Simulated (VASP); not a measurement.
# I (Fmmm) in VASP: settings compared

The runs below take I through single point, with r2SCAN, PBEsol.

Program: VASP 6.6.1. These are calculated values, not measurements. Logs are shortened: lines on timing, memory, paths and dates and some standing lists are left out, and cuts for length are marked.

## 1. The cell of the first run

The structure is orthorhombic, space group Fmmm (No. 69). Conventional cell: a = 4.384 Å, b = 4.731 Å, c = 7.820 Å, α = 90.00°, β = 90.00°, γ = 90.00°. I (site symmetry mmm) has 4 I at 3.23 Å within 4.2 Å.

## 2. Single point, r2SCAN, non-collinear spin, zero start, spin-orbit coupling

Contents of POSCAR:

```
I
1.0
    0.0000000000      2.3656004428      3.9098401324
    2.1922454667      0.0000000000      3.9098401324
    2.1922454667      2.3656004428      0.0000000000
I
1
Direct
    0.0000000000      0.0000000000      0.0000000000
```

Contents of INCAR.step1:

```
PREC     = Accurate       # precision mode
ENCUT    = 520            # plane-wave cutoff, eV
ISMEAR   = 0              # smearing method
SIGMA    = 0.025          # smearing width, eV
LREAL    = F              # projectors in reciprocal space
LASPH    = T              # aspherical terms in the spheres
NELM     = 150            # most SCF steps
MAGMOM   = 0 0 0          # initial moments
LSORBIT  = T              # spin-orbit coupling
GGA_COMPAT= F            
NBANDS   = 18             # bands
GGA      = PE             # functional
ALGO     = Normal         # electronic algorithm
EDIFF    = 1E-4           # SCF threshold, eV
LWAVE    = T              # write WAVECAR
LCHARG   = F              # write CHGCAR
```

Contents of INCAR.step2:

```
PREC     = Accurate       # precision mode
ENCUT    = 520            # plane-wave cutoff, eV
EDIFF    = 1E-6           # SCF threshold, eV
ISMEAR   = 0              # smearing method
SIGMA    = 0.025          # smearing width, eV
LREAL    = F              # projectors in reciprocal space
LASPH    = T              # aspherical terms in the spheres
NELM     = 150            # most SCF steps
ALGO     = Normal         # electronic algorithm
ISIF     = 2              # what is computed and relaxed
LWAVE    = F              # write WAVECAR
LCHARG   = F              # write CHGCAR
MAGMOM   = 0 0 0          # initial moments
LORBIT   = 11             # projections on sites
LSORBIT  = T              # spin-orbit coupling
GGA_COMPAT= F            
LORBMOM  = T            
METAGGA  = R2SCAN         # meta-GGA
LMIXTAU  = T            
NBANDS   = 18             # bands
ISTART   = 1
```

Contents of KPOINTS:

```
Automatic mesh
0
Gamma
  8 8 8
```

Potentials or basis: VASP PAW PBE potentials, release 64 (I).

Started as:

```
> cat potpaw_PBE.64/I/POTCAR > POTCAR
> cp INCAR.step1 INCAR
> mpirun -np 1 vasp_ncl > vasp.out
> cp INCAR.step2 INCAR
> mpirun -np 1 vasp_ncl > vasp.out
```

OUTCAR:

```text
PREC = Accurate
   ENCUT = 520
   EDIFF = 1E-6
   ISMEAR = 0
   LREAL = F
   LASPH = T
   NELM = 150
   ISIF = 2
   LORBIT = 11
   LSORBIT = T
   METAGGA = R2SCAN
   ISTART = 1

 ion  position               nearest neighbor table
   1  0.000  0.000  0.000-

  LATTYP: Found a face centered orthorhombic cell.
 ALAT       =     4.3844909334
 B/A-ratio  =     1.0790764441
 C/A-ratio  =     1.7834864717

  Lattice vectors:

 A1 = (   0.0000000000,   2.3656004428,   3.9098401324)
 A2 = (   2.1922454667,   0.0000000000,   3.9098401324)
 A3 = (   2.1922454667,   2.3656004428,   0.0000000000)

Analysis of symmetry for initial positions (statically):
=====================================================================
 Subroutine PRICEL returns:
 Original cell was already a primitive cell.

 Routine SETGRP: Setting up the symmetry group for a
 face centered orthorhombic supercell.

 Subroutine GETGRP returns: Found  8 space group operations
 (whereof  8 operations were pure point group operations)
 out of a pool of  8 trial point group operations.

The static configuration has the point symmetry D_2h.

Analysis of symmetry for dynamics (positions and initial velocities):
=====================================================================
 Subroutine PRICEL returns:
 Original cell was already a primitive cell.

 Routine SETGRP: Setting up the symmetry group for a
 face centered orthorhombic supercell.

 Subroutine GETGRP returns: Found  8 space group operations
 (whereof  8 operations were pure point group operations)
 out of a pool of  8 trial point group operations.

The dynamic configuration has the point symmetry D_2h.

Analysis of structural, dynamic, and magnetic symmetry:
=====================================================================
 Subroutine PRICEL returns:
 Original cell was already a primitive cell.

 Routine SETGRP: Setting up the symmetry group for a
 face centered orthorhombic supercell.

 Subroutine GETGRP returns: Found  8 space group operations
 (whereof  8 operations were pure point group operations)
 out of a pool of  8 trial point group operations.

The overall configuration has the point symmetry D_2h.

 Subroutine INISYM returns: Found  8 space group operations
 (whereof  8 operations are pure point group operations),
 and found     1 'primitive' translations

----------------------------------------------------------------------------------------

                                     Primitive cell

[... 150 lines left out ...]
      4       1.0791      1.00000
      5       3.8809      0.00000
      6       3.8809      0.00000
[... 481 lines left out ...]
      5       1.6380      1.00000
      6       1.6380      1.00000
[... 10 lines left out ...]
     17      16.0322      0.00000
     18      16.0322      0.00000

 [... further k-points ...]

------------------------ aborting loop because EDIFF is reached ----------------------------------------

  FORCE on cell =-STRESS in cart. coord.  units (eV):
  Direction    XX          YY          ZZ          XY          YZ          ZX
  --------------------------------------------------------------------------------------
  -------------------------------------------------------------------------------------
  Total        0.1554851      0.1708946     -0.0175737      0.0000000      0.0000000      0.0000000
  in kB        6.1429894      6.7517968     -0.6943113      0.0000000      0.0000000      0.0000000
  external PRESSURE =       4.0668250 kB  Pullay stress =       0.0000000 kB

 VOLUME and BASIS-vectors are now :
 -----------------------------------------------------------------------------
  energy-cutoff  :      520.00
  volume of cell :       40.55
      direct lattice vectors                 reciprocal lattice vectors
     0.000000000  2.365600443  3.909840132    -0.228076649  0.211362828  0.127882467
     2.192245467  0.000000000  3.909840132     0.228076649 -0.211362828  0.127882467
     2.192245467  2.365600443  0.000000000     0.228076649  0.211362828 -0.127882467

 POSITION                                       TOTAL-FORCE (eV/Angst)
 -----------------------------------------------------------------------------------
      0.00000      0.00000      0.00000        -0.000000      0.000000      0.000000
 -----------------------------------------------------------------------------------
    total drift:                               -0.000000      0.000000      0.000000

  FREE ENERGIE OF THE ION-ELECTRON SYSTEM (eV)
  ---------------------------------------------------
  free  energy   TOTEN  =       -24.5419503878 eV

  energy  without entropy=      -24.5417161086  energy(sigma->0) =      -24.54183325

 orbital moment (x)

 # of ion     p       d       tot
 ----------------------------------------
  1         0.000   0.000   0.000
 ----------------------------------------
            0.000   0.000   0.000

 orbital moment (y)

 # of ion     p       d       tot
 ----------------------------------------
  1         0.000   0.000   0.000
 ----------------------------------------
            0.000   0.000   0.000

 orbital moment (z)

 # of ion     p       d       tot
 ----------------------------------------
  1         0.000   0.000   0.000
 ----------------------------------------
            0.000   0.000   0.000

 Spin-Orbit-Coupling matrix elements

 Ion:    1  E_soc:     -0.3281191
 l=   1
     0.0000000    -0.0526852    -0.0599901
    -0.0526852     0.0000000    -0.0511275
    -0.0599901    -0.0511275     0.0000000
 l=   2
     0.0000000    -0.0000386     0.0000000    -0.0000407    -0.0001096
    -0.0000386     0.0000000    -0.0000386    -0.0000029     0.0000025
     0.0000000    -0.0000386     0.0000000    -0.0000374     0.0000000
    -0.0000407    -0.0000029    -0.0000374     0.0000000     0.0000087
    -0.0001096     0.0000025     0.0000000     0.0000087     0.0000000
 l=   3
     0.0000000     0.0000000     0.0000000     0.0000000     0.0000000     0.0000000     0.0000000
     0.0000000     0.0000000     0.0000000     0.0000000     0.0000000     0.0000000     0.0000000
     0.0000000     0.0000000     0.0000000     0.0000000     0.0000000     0.0000000     0.0000000
     0.0000000     0.0000000     0.0000000     0.0000000     0.0000000     0.0000000     0.0000000
     0.0000000     0.0000000     0.0000000     0.0000000     0.0000000     0.0000000     0.0000000
     0.0000000     0.0000000     0.0000000     0.0000000     0.0000000     0.0000000     0.0000000
     0.0000000     0.0000000     0.0000000     0.0000000     0.0000000     0.0000000     0.0000000

 total charge

# of ion       s       p       d       tot
------------------------------------------
    1        1.552   2.638   0.028   4.218

 magnetization (x)

# of ion       s       p       d       tot
------------------------------------------
    1       -0.000   0.000   0.000  -0.000

 magnetization (y)

# of ion       s       p       d       tot
------------------------------------------
    1       -0.000   0.000   0.000  -0.000

 magnetization (z)

# of ion       s       p       d       tot
------------------------------------------
    1       -0.000   0.000  -0.000  -0.000
```

Wall time 4.9 min (1 thread of Intel Xeon 6975P-C (Granite Rapids), shared host); peak memory 0.39 GiB.

What came out:

```yaml
Free_energy: -24.5420 eV
Pressure: 0.4 GPa
Net_moment: 0.00 μB per cell
Valence_electrons_inside_the_program's_atomic_spheres: I 4.22
```

Moments on the atoms (μB; x, y, z):
```
I   0.00 0.00 0.00
```

Caveat: the PAW data sets were made with another functional, which shifts forces and pressure a little.

## 3. Single point, r2SCAN, non-collinear spin, zero start, spin-orbit coupling

POSCAR is that of step 2.

Contents of INCAR.step1:

```
SYSTEM = I
  PREC = Accurate
  ENCUT = 520
  ISMEAR = 0
  SIGMA = 0.01
  LREAL = .FALSE.
  LASPH = .TRUE.
  NELM = 150
  MAGMOM = 0 0 0
  LSORBIT = .TRUE.
  GGA_COMPAT = .FALSE.
  NBANDS = 18
  GGA = PE
  ALGO = Normal
  EDIFF = 1E-4
  LWAVE = .TRUE.
  LCHARG = .FALSE.
```

Contents of INCAR.step2:

```
SYSTEM = I
  PREC = Accurate
  ENCUT = 520
  EDIFF = 1E-6
  ISMEAR = 0
  SIGMA = 0.01
  LREAL = .FALSE.
  LASPH = .TRUE.
  NELM = 150
  ALGO = Normal
  ISIF = 2
  LWAVE = .FALSE.
  LCHARG = .FALSE.
  MAGMOM = 0 0 0
  LORBIT = 11
  LSORBIT = .TRUE.
  GGA_COMPAT = .FALSE.
  LORBMOM = .TRUE.
  METAGGA = R2SCAN
  LMIXTAU = .TRUE.
  NBANDS = 18
  ISTART = 1
```

Contents of KPOINTS:

```
Automatic mesh
0
G
  8 8 8
  0 0 0
```

Potentials or basis: VASP PAW PBE potentials, release 64 (I).

Started as:

```
> cat potpaw_PBE.64/I/POTCAR > POTCAR
> cp INCAR.step1 INCAR
> mpirun -np 1 vasp_ncl > vasp.out
> cp INCAR.step2 INCAR
> mpirun -np 1 vasp_ncl > vasp.out
```

Run time: 5.3 min. Hardware: 1 thread of Intel Xeon 6975P-C (Granite Rapids), shared host; peak memory 0.4 GiB.

It converged, with:

| Item | Value |
| --- | --- |
| Free energy | -24.5418 eV |
| Pressure | 0.4 GPa |
| Net moment | 0.00 μB per cell |
| Valence electrons inside the program's atomic spheres | I 4.22 |

Stress tensor (GPa, compression positive):
```
 0.62  0.00  0.00
 0.00  0.68  0.00
 0.00  0.00 -0.08
```

Moments on the atoms (μB; x, y, z):
```
I   0.00 0.00 0.00
```

Caveat: the PAW data sets were made with another functional, which shifts forces and pressure a little.

## 4. Single point, PBEsol, non-collinear spin, zero start, spin-orbit coupling

This run uses another cell than the first one, of 42.17 Å³/atom.

Contents of INCAR:

```
SYSTEM = I
ALGO     = Normal         ! electronic algorithm
EDIFF    = 1E-6           ! SCF threshold, eV
ENCUT    = 520            ! plane-wave cutoff, eV
GGA      = PS             ! functional
GGA_COMPAT= .FALSE.      
ISIF     = 2              ! what is computed and relaxed
ISMEAR   = -1             ! smearing method
LASPH    = .TRUE.         ! aspherical terms in the spheres
LCHARG   = .TRUE.         ! write CHGCAR
LORBIT   = 11             ! projections on sites
LORBMOM  = .TRUE.       
LREAL    = .FALSE.        ! projectors in reciprocal space
LSORBIT  = .TRUE.         ! spin-orbit coupling
LVHAR    = .TRUE.       
LWAVE    = .FALSE.        ! write WAVECAR
MAGMOM   = 0 0 0          ! initial moments
NBANDS   = 18             ! bands
NELM     = 150            ! most SCF steps
PREC     = Accurate       ! precision mode
SIGMA    = 0.05           ! smearing width, eV
```

Contents of KPOINTS:

```
k-points
0
G
  9 9 9
  0 0 0
```

Contents of POSCAR:

```
I
1.0
    0.0000000000      2.3967303343      3.9612912976
    2.2210941101      0.0000000000      3.9612912976
    2.2210941101      2.3967303343      0.0000000000
I
1
Direct
    0.0000000000      0.0000000000      0.0000000000
```

Potentials or basis: VASP PAW PBE potentials, release 64 (I).

Started as:

```
> cat potpaw_PBE.64/I/POTCAR > POTCAR
> mpirun -np 1 vasp_ncl > vasp.out
```

OUTCAR:

```text
SYSTEM = I
   EDIFF = 1E-6
   ENCUT = 520
   GGA = PS
   ISIF = 2
   ISMEAR = -1
   LASPH = .TRUE.
   LORBIT = 11
   LREAL = .FALSE.
   LSORBIT = .TRUE.
   NELM = 150
   PREC = Accurate

 ion  position               nearest neighbor table
   1  0.000  0.000  0.000-

  LATTYP: Found a face centered orthorhombic cell.
 ALAT       =     4.4421882202
 B/A-ratio  =     1.0790764441
 C/A-ratio  =     1.7834864716

  Lattice vectors:

 A1 = (   0.0000000000,   2.3967303343,   3.9612912976)
 A2 = (   2.2210941101,   0.0000000000,   3.9612912976)
 A3 = (   2.2210941101,   2.3967303343,   0.0000000000)

Analysis of symmetry for initial positions (statically):
=====================================================================
 Subroutine PRICEL returns:
 Original cell was already a primitive cell.

 Routine SETGRP: Setting up the symmetry group for a
 face centered orthorhombic supercell.

 Subroutine GETGRP returns: Found  8 space group operations
 (whereof  8 operations were pure point group operations)
 out of a pool of  8 trial point group operations.

The static configuration has the point symmetry D_2h.

Analysis of symmetry for dynamics (positions and initial velocities):
=====================================================================
 Subroutine PRICEL returns:
 Original cell was already a primitive cell.

 Routine SETGRP: Setting up the symmetry group for a
 face centered orthorhombic supercell.

 Subroutine GETGRP returns: Found  8 space group operations
 (whereof  8 operations were pure point group operations)
 out of a pool of  8 trial point group operations.

The dynamic configuration has the point symmetry D_2h.
[... 678 lines left out ...]
  --------------------------------------------------------------------------------------
  -------------------------------------------------------------------------------------
  Total       -0.6000588     -0.6395616     -0.1298355      0.0000000      0.0000000      0.0000000
  in kB      -22.7956245    -24.2962942     -4.9323191      0.0000000      0.0000000      0.0000000
  external PRESSURE =     -17.3414126 kB  Pullay stress =       0.0000000 kB

 VOLUME and BASIS-vectors are now :
 -----------------------------------------------------------------------------
  energy-cutoff  :      520.00
  volume of cell :       42.17
      direct lattice vectors                 reciprocal lattice vectors
     0.000000000  2.396730334  3.961291298    -0.225114279  0.208617546  0.126221467
     2.221094110  0.000000000  3.961291298     0.225114279 -0.208617546  0.126221467
     2.221094110  2.396730334  0.000000000     0.225114279  0.208617546 -0.126221467

 POSITION                                       TOTAL-FORCE (eV/Angst)
 -----------------------------------------------------------------------------------
      0.00000      0.00000      0.00000         0.000000      0.000000      0.000000
 -----------------------------------------------------------------------------------
    total drift:                                0.000000      0.000000     -0.000000

  FREE ENERGIE OF THE ION-ELECTRON SYSTEM (eV)
  ---------------------------------------------------
  free  energy   TOTEN  =        -1.8275463556 eV

  energy  without entropy=       -1.8216113084  energy(sigma->0) =       -1.82457883

 orbital moment (x)

 # of ion     p       d       tot
 ----------------------------------------
  1         0.000   0.000   0.000
 ----------------------------------------
            0.000   0.000   0.000

 orbital moment (y)

 # of ion     p       d       tot
 ----------------------------------------
  1         0.000   0.000   0.000
 ----------------------------------------
            0.000   0.000   0.000

 orbital moment (z)

 # of ion     p       d       tot
 ----------------------------------------
  1         0.000  -0.000  -0.000
 ----------------------------------------
            0.000  -0.000  -0.000

 Spin-Orbit-Coupling matrix elements

 Ion:    1  E_soc:     -0.3676909
 l=   1
     0.0000000    -0.0566212    -0.0721576
    -0.0566212     0.0000000    -0.0548328
    -0.0721576    -0.0548328     0.0000000
 l=   2
     0.0000000    -0.0000382     0.0000000    -0.0000383    -0.0000899
    -0.0000382     0.0000000    -0.0000390    -0.0000029     0.0000025
     0.0000000    -0.0000390     0.0000000    -0.0000366     0.0000000
    -0.0000383    -0.0000029    -0.0000366     0.0000000     0.0000086
    -0.0000899     0.0000025     0.0000000     0.0000086     0.0000000
 l=   3
     0.0000000     0.0000000     0.0000000     0.0000000     0.0000000     0.0000000     0.0000000
     0.0000000     0.0000000     0.0000000     0.0000000     0.0000000     0.0000000     0.0000000
     0.0000000     0.0000000     0.0000000     0.0000000     0.0000000     0.0000000     0.0000000
     0.0000000     0.0000000     0.0000000     0.0000000     0.0000000     0.0000000     0.0000000
     0.0000000     0.0000000     0.0000000     0.0000000     0.0000000     0.0000000     0.0000000
     0.0000000     0.0000000     0.0000000     0.0000000     0.0000000     0.0000000     0.0000000
     0.0000000     0.0000000     0.0000000     0.0000000     0.0000000     0.0000000     0.0000000

 total charge

# of ion       s       p       d       tot
------------------------------------------
    1        1.545   2.589   0.024   4.158

 magnetization (x)

# of ion       s       p       d       tot
------------------------------------------
    1        0.000  -0.000   0.000  -0.000

 magnetization (y)

# of ion       s       p       d       tot
------------------------------------------
    1        0.000   0.000   0.000   0.000

 magnetization (z)

# of ion       s       p       d       tot
------------------------------------------
    1        0.000  -0.000  -0.000  -0.000
```

OSZICAR:

```text
N       E                     dE             d eps       ncg     rms          rms(c)
DAV:   1     0.287177549961E+02    0.28718E+02   -0.23972E+03  4500   0.604E+02
DAV:   2     0.154200698542E+00   -0.28564E+02   -0.26489E+02  5982   0.108E+02
DAV:   3    -0.182182275019E+01   -0.19760E+01   -0.19602E+01  5598   0.285E+01
DAV:   4    -0.185651868558E+01   -0.34696E-01   -0.34690E-01  6262   0.440E+00
DAV:   5    -0.185690821803E+01   -0.38953E-03   -0.38953E-03  5564   0.420E-01    0.536E+00
DAV:   6    -0.183574928453E+01    0.21159E-01   -0.13352E-02  5214   0.694E-01    0.330E+00
DAV:   7    -0.182763831098E+01    0.81110E-02   -0.15133E-02  5054   0.736E-01    0.160E+00
DAV:   8    -0.182763952252E+01   -0.12115E-05   -0.26846E-03  5562   0.324E-01    0.840E-02
DAV:   9    -0.182754119499E+01    0.98328E-04   -0.44267E-04  4876   0.122E-01    0.428E-02
DAV:  10    -0.182754541317E+01   -0.42182E-05   -0.22407E-05  5356   0.335E-02    0.147E-02
DAV:  11    -0.182754635560E+01   -0.94244E-06   -0.61301E-07  4584   0.630E-03
   1 F= -.18275464E+01 E0= -.18245788E+01  d E =-.593505E-02  mag=    -0.0000     0.0000    -0.0000
```

It took 5.2 min on 1 thread of Intel Xeon 8259CL, shared host; peak memory 0.34 GiB.

Results:

```yaml
Free_energy: -1.8275 eV
Pressure: -1.7 GPa
Net_moment: 0.00 μB per cell
Valence_electrons_inside_the_program's_atomic_spheres: I 4.16
```

Moments on the atoms (μB; x, y, z):
```
I   0.00 0.00 0.00
```

Caveat: the PAW data sets were made with another functional, which shifts forces and pressure a little.

## 5. Overview

| level | cell | k mesh | smearing | pressure (GPa) | moment (μB) |
| --- | --- | --- | --- | --- | --- |
| r2SCAN | a = 4.570, b = 4.482, c = 3.225 Å, angles 70.6, 67.7, 41.7°, 1 atom | 8 × 8 × 8 | gaussian 0.025 eV | 0.4 | 0.00 |
| r2SCAN | a = 4.570, b = 4.482, c = 3.225 Å, angles 70.6, 67.7, 41.7°, 1 atom | 8 × 8 × 8 | gaussian 0.01 eV | 0.4 | 0.00 |
| PBEsol | a = 4.630, b = 4.541, c = 3.268 Å, angles 70.6, 67.7, 41.7°, 1 atom | 9 × 9 × 9 | fermi-dirac 0.05 eV | -1.7 | 0.00 |

Alike in all rows: task single point; potentials or basis VASP PAW PBE potentials, release 64 (I); spin non-collinear, zero start, SOC; cutoff (eV) 520.

Caveats: the PAW data sets were made with another functional, which shifts forces and pressure a little.

Total energies depend on the potentials used, so only differences within one code and one set of settings carry meaning.
